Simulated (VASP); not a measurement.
A run of VASP 6.6.1 is set up as follows.

File INCAR:

```
  PREC = Accurate
  ENCUT = 520
  EDIFF = 1E-6
  ISMEAR = -1
  SIGMA = 0.06122561905347299
  LREAL = F
  LASPH = T
  NELM = 100
  ALGO = Normal
  ISIF = 2
  LWAVE = F
  LCHARG = F
  GGA = PE
  NBANDS = 11
```

KPOINTS

```
Automatic mesh
0
Gamma
  42 42 42
```

Contents of POSCAR:

```
Hf
1.0
    0.0000000000      2.2869036388      2.2869036388
    2.2869036388      0.0000000000      2.2869036388
    2.2869036388      2.2869036388      0.0000000000
Hf
1
Direct
    0.0000000000      0.0000000000      0.0000000000
```

Potentials or basis: VASP PAW PBE potentials, release 64 (Hf_pv).

The run is started by

```console
$ cat potpaw_PBE.64/Hf_pv/POTCAR > POTCAR
$ mpirun -np 1 vasp_std > vasp.out
```

Q: Estimate the pressure.

A: -5.8 GPa.

Q: Estimate the band gap on the k mesh.

A: Zero (band 5 reaches 5.65 eV, above the bottom of band 6 at 3.69 eV).

Caveat: spin-orbit coupling is left out, which moves the levels of the heavy elements.
